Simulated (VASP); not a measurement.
# ZnO (P6_3mc) in VASP: notebook, part 4 of 4

VASP 6.6.1. Earlier steps stand in the parts before.

## 5. Single point, PBE (12.70 Å³/atom)

This run uses another cell than the first one, of 12.70 Å³/atom.

INCAR

```
SYSTEM = ZnO
PREC = Accurate
ENCUT = 600
EDIFF = 1E-6
ISMEAR = 0
SIGMA = 0.01
LREAL = .FALSE.
LASPH = .TRUE.
NELM = 120
ALGO = Normal
ISIF = 2
LWAVE = .FALSE.
LCHARG = .FALSE.
GGA = PE
NBANDS = 26
GGA_COMPAT = .FALSE.
```

KPOINTS

```
regular mesh
0
G
  9 9 4
  0 0 0
```

POSCAR

```
ZnO
1.0
    3.3119978531      0.0000000000      0.0000000000
   -1.6559989266      2.8682742781      0.0000000000
    0.0000000000      0.0000000000      5.3455738657
Zn O
2 2
Direct
    0.3333333333      0.6666666667      0.4999596405
    0.6666666667      0.3333333333     -0.0000403595
    0.6666666667      0.3333333333      0.3790503595
    0.3333333333      0.6666666667      0.8790503595
```

Potentials or basis: VASP PAW PBE potentials, release 64 (Zn, O).

Started as:

```sh
> cat potpaw_PBE.64/Zn/POTCAR potpaw_PBE.64/O/POTCAR > POTCAR
> mpirun -np 1 vasp_std > vasp.out
```

OUTCAR:

```text
SYSTEM = ZnO
   PREC = Accurate
   ENCUT = 600
   EDIFF = 1E-6
   ISMEAR = 0
   LREAL = .FALSE.
   LASPH = .TRUE.
   NELM = 120
   ISIF = 2
   GGA = PE

 ion  position               nearest neighbor table
   1  0.333  0.667  0.500-   3 2.02   3 2.02   3 2.02   4 2.03
   2  0.667  0.333  1.000-   4 2.02   4 2.02   4 2.02   3 2.03
   3  0.667  0.333  0.379-   1 2.02   1 2.02   1 2.02   2 2.03
   4  0.333  0.667  0.879-   2 2.02   2 2.02   2 2.02   1 2.03

  LATTYP: Found a hexagonal cell.
 ALAT       =     3.3119978531
 C/A-ratio  =     1.6140028173

  Lattice vectors:

 A1 = (   3.3119978531,   0.0000000000,   0.0000000000)
 A2 = (  -1.6559989266,   2.8682742781,   0.0000000000)
 A3 = (   0.0000000000,   0.0000000000,   5.3455738657)

Analysis of symmetry for initial positions (statically):
=====================================================================
 Subroutine PRICEL returns:
 Original cell was already a primitive cell.

 Routine SETGRP: Setting up the symmetry group for a
 hexagonal supercell.

 Subroutine GETGRP returns: Found 12 space group operations
 (whereof  6 operations were pure point group operations)
 out of a pool of 24 trial point group operations.

The static configuration has the point symmetry C_3v.
 The point group associated with its full space group is C_6v.

Analysis of symmetry for dynamics (positions and initial velocities):
=====================================================================
 Subroutine PRICEL returns:
 Original cell was already a primitive cell.

 Routine SETGRP: Setting up the symmetry group for a
 hexagonal supercell.

 Subroutine GETGRP returns: Found 12 space group operations
 (whereof  6 operations were pure point group operations)
 out of a pool of 24 trial point group operations.

The dynamic configuration has the point symmetry C_3v.
 The point group associated with its full space group is C_6v.

 Subroutine INISYM returns: Found 12 space group operations
 (whereof  6 operations are pure point group operations),
 and found     1 'primitive' translations

----------------------------------------------------------------------------------------

                                     Primitive cell

  volume of cell :      50.7814

  direct lattice vectors                    reciprocal lattice vectors
     3.311997853  0.000000000  0.000000000     0.301932563  0.174320846  0.000000000
    -1.655998927  2.868274278  0.000000000     0.000000000  0.348641693  0.000000000
     0.000000000  0.000000000  5.345573866     0.000000000  0.000000000  0.187070654

  length of vectors
     3.311997853  3.311997853  5.345573866     0.348641693  0.348641693  0.187070654

  position of ions in fractional coordinates (direct lattice)
     0.333333333  0.666666667  0.499959641
     0.666666667  0.333333333  0.999959641
     0.666666667  0.333333333  0.379050359
     0.333333333  0.666666667  0.879050359

  ion indices of the primitive-cell ions
   primitive index   ion index
                 1           1
                 2           2
                 3           3
                 4           4

----------------------------------------------------------------------------------------

 KPOINTS: regular mesh

Automatic generation of k-mesh.
 Grid dimensions read from file:
 generate k-points for:    9    9    4

 Generating k-lattice:

  Cartesian coordinates                     Fractional coordinates (reciprocal lattice)
     0.033548063  0.019368983  0.000000000     0.111111111  0.000000000  0.000000000
     0.000000000  0.038737966  0.000000000     0.000000000  0.111111111  0.000000000
     0.000000000  0.000000000  0.046767664     0.000000000  0.000000000  0.250000000

  Length of vectors
     0.038737966  0.038737966  0.046767664

  Shift w.r.t. Gamma in fractional coordinates (k-lattice)
     0.000000000  0.000000000  0.000000000

 Subroutine IBZKPT returns following result:
 ===========================================

 Found     36 irreducible k-points:

 Following reciprocal coordinates:
            Coordinates               Weight
  0.000000  0.000000  0.000000      1.000000
  0.111111  0.000000  0.000000      6.000000
  0.222222  0.000000  0.000000      6.000000
  0.333333  0.000000  0.000000      6.000000
  0.444444  0.000000  0.000000      6.000000
  0.111111  0.111111  0.000000      6.000000
[... 16 lines left out ...]
  0.333333  0.222222  0.250000     24.000000
  0.333333  0.333333  0.250000      4.000000
 [... further k-points ...]
   k-points           NKPTS =     36   k-points in BZ     NKDIM =     36   number of bands    NBANDS=     26
   number of dos      NEDOS =    301   number of ions     NIONS =      4
   total plane-waves  NPLWV =  37632
   dimension x,y,z NGX =    28 NGY =   28 NGZ =   48
   dimension x,y,z NGXF=    56 NGYF=   56 NGZF=   96
   ions per type =               2   2
   NGX,Y,Z   is equivalent  to a cutoff of  14.05, 14.05, 14.93 a.u.
   NGXF,Y,Z  is equivalent  to a cutoff of  28.11, 28.11, 29.86 a.u.
 SYSTEM =  ZnO
   PREC   = accura    normal or accurate (medium, high low for compatibility)
   ISTART =      0    job   : 0-new  1-cont  2-samecut
   ICHARG =      2    charge: 1-file 2-atom 10-const
   ISPIN  =      1    spin polarized calculation?
   LNONCOLLINEAR =      F non collinear calculations
   LSORBIT =      F    spin-orbit coupling
   LASPH  =      T    aspherical Exc in radial PAW
   ENCUT  =  600.0 eV  44.10 Ry    6.64 a.u.   6.61  6.61 10.68*2*pi/ulx,y,z
   NELM   =    120;   NELMIN=  2; NELMDL= -5     # of ELM steps
   EDIFF  = 0.1E-05   stopping-criterion for ELM
   LREAL  =      F    real-space projection
   EDIFFG = 0.1E-04   stopping-criterion for IOM
   NSW    =      0    number of steps for IOM
   IBRION =     -1    ionic relax: 0-MD 1-quasi-New 2-CG
   NFREE  =      0    steps in history (QN), initial steepest desc. (CG)
   ISIF   =      2    stress and relaxation
   ISYM   =      2    0-nonsym 1-usesym 2-fastsym
   POTIM  = 0.5000    time-step for ionic-motion
   TEBEG  =    0.0;   TEEND  =   0.0 temperature during run
   PSTRESS=    0.0 pullay stress
   NELECT =      36.0000    total number of electrons
   NUPDOWN=      -1.0000    fix difference up-down
   EMIN   =  10.00;   EMAX   =-10.00  energy-range for DOS
   EFERMI =   0.00;   METHOD = LEGACY
   ISMEAR =     0;   SIGMA  =   0.01  broadening in eV -4-tet -1-fermi 0-gaus
   EFERMI_NEDOS =   21; number of points for ismear=-14 and -15
   IALGO  =     38    algorithm
   IMIX   =      4    mixing-type and parameters
     AMIX     =   0.40;   BMIX     =  1.00
     AMIX_MAG =   1.60;   BMIX_MAG =  1.00
  volume/ion in A,a.u.               =      12.70        85.67
  Fermi-wavevector in a.u.,A,eV,Ry     =   1.459735  2.758499 28.991646  2.130826
  Thomas-Fermi vector in A             =   2.576267
   LORBIT       =      0    0 simple, 1 ext, 2 COOP (PROOUT), +10 PAW based schemes
   GGA     = PE    functional components
   LHFCALC =     F    Hartree Fock is set to
   AEXX    =    0.0000 exact exchange contribution
   IVDW    =     0    specifies the selected vdW correction
   LEPSILON=     F    determine dielectric tensor
   LRPA    =     F    only Hartree local field effects (RPA)
 non-spin polarized calculation
 Gauss-broadening in eV      SIGMA  =   0.01
  energy-cutoff  :      600.00
  volume of cell :       50.78
 maximum number of plane-waves:      1737
 NGX is ok and might be reduce to    28
   NGX = 13   NGY = 13   NGZ = 21

 number of electron      36.0000009 magnetization

 Free energy of the ion-electron system (eV)
  ---------------------------------------------------
  ext. energy  EPLUGINS =         0.00000000
  ---------------------------------------------------
  free energy    TOTEN  =       -17.85619438 eV

  energy without entropy =      -17.85619438  energy(sigma->0) =      -17.85619438

 E-fermi :   0.6904     XC(G=0): -10.5704

 val. band max:        0.6421997514   @ k =   0.0000   0.0000   0.0000
 cond. band min:       1.3265295828   @ k =   0.0000   0.0000   0.0000
 fundamental gap:      0.6843298314
 Fermi energy:         0.6904219239

 k-point     1 :       0.0000    0.0000    0.0000
  band No.  band energies     occupation
      1     -16.9540      2.00000
      2     -16.3286      2.00000
      3      -4.7705      2.00000
      4      -4.7705      2.00000
      5      -4.7344      2.00000
      6      -4.5977      2.00000
[... 685 lines left out ...]
     25      14.1668      0.00000
     26      14.9467      0.00000

 [... further k-points ...]

------------------------ aborting loop because EDIFF is reached ----------------------------------------

  FORCE on cell =-STRESS in cart. coord.  units (eV):
  Direction    XX          YY          ZZ          XY          YZ          ZX
  --------------------------------------------------------------------------------------
  -------------------------------------------------------------------------------------
  Total       -0.9343651     -0.9343651     -0.9255435      0.0000000     -0.0000000      0.0000000
  in kB      -29.4796377    -29.4796377    -29.2013110      0.0000000     -0.0000000      0.0000000
  external PRESSURE =     -29.3868621 kB  Pullay stress =       0.0000000 kB

 VOLUME and BASIS-vectors are now :
 -----------------------------------------------------------------------------
  energy-cutoff  :      600.00
  volume of cell :       50.78
      direct lattice vectors                 reciprocal lattice vectors
     3.311997853  0.000000000  0.000000000     0.301932563  0.174320846  0.000000000
    -1.655998927  2.868274278  0.000000000     0.000000000  0.348641693  0.000000000
     0.000000000  0.000000000  5.345573866     0.000000000  0.000000000  0.187070654

 POSITION                                       TOTAL-FORCE (eV/Angst)
 -----------------------------------------------------------------------------------
     -0.00000      1.91218      2.67257        -0.000000      0.000000     -0.000715
      1.65600      0.95609      5.34536         0.000000     -0.000000     -0.000715
      1.65600      0.95609      2.02624         0.000000      0.000000      0.000715
     -0.00000      1.91218      4.69903         0.000000      0.000000      0.000715
 -----------------------------------------------------------------------------------
    total drift:                                0.000000      0.000000      0.000255

  FREE ENERGIE OF THE ION-ELECTRON SYSTEM (eV)
  ---------------------------------------------------
  free  energy   TOTEN  =       -17.8561943840 eV

  energy  without entropy=      -17.8561943840  energy(sigma->0) =      -17.85619438
```

Run time: 65 s. Hardware: 1 thread of Intel Xeon 6975P-C (Granite Rapids), shared host; peak memory 0.21 GiB.

Results:

```
Free energy            : -17.8562 eV
Pressure               : -2.9 GPa
Band gap on the k mesh : 0.68 eV
```

Levels at points of the mesh, in eV from the valence-band top:
| k point | band 15 | band 16 | band 17 | band 18 | band 19 | band 20 | band 21 | band 22 |
| --- | --- | --- | --- | --- | --- | --- | --- | --- |
| (0.00, 0.00, 0.00) | -0.72 | -0.07 | 0.00 | 0.00 | 0.68 | 4.98 | 7.97 | 12.58 |
| (0.00, 0.00, 0.50) | -0.36 | -0.36 | -0.36 | -0.36 | 3.29 | 3.29 | 9.79 | 9.79 |

## 6. Summary

| cell | gap on the mesh (eV) | pressure (GPa) |
| --- | --- | --- |
| a = 3.213, b = 3.213, c = 5.185 Å, angles 90.0, 90.0, 120.0°, 4 atoms | 0.82 | 10.2 |
| a = 3.246, b = 3.246, c = 5.240 Å, angles 90.0, 90.0, 120.0°, 4 atoms | 0.77 | 5.1 |
| a = 3.280, b = 3.280, c = 5.293 Å, angles 90.0, 90.0, 120.0°, 4 atoms | 0.73 | 0.7 |
| a = 3.312, b = 3.312, c = 5.346 Å, angles 90.0, 90.0, 120.0°, 4 atoms | 0.68 | -2.9 |

Alike in all rows: task single point; level PBE; potentials or basis VASP PAW PBE potentials, release 64 (Zn, O); no spin polarisation; k mesh 9 × 9 × 4; cutoff (eV) 600; smearing gaussian 0.01 eV.

Caveats: the cell stands under pressure (at least some runs).

Absolute energies hang on the potentials; compare differences alone.

## 7. Against experiment

Step 4. Against the measured gap of ZnO, 3.37 eV (quoted in “Electronic structure of alkaline earth and post-transition metal oxides”, 2009, arxiv:0908.1581), the calculated 0.73 eV is off by -2.64 eV. So large a miss can be the level of theory's own, or it may mean another phase, state or a wrong row. The value is that of PBE, without temperature or zero-point motion. Semilocal functionals fall short of measured gaps as a rule.
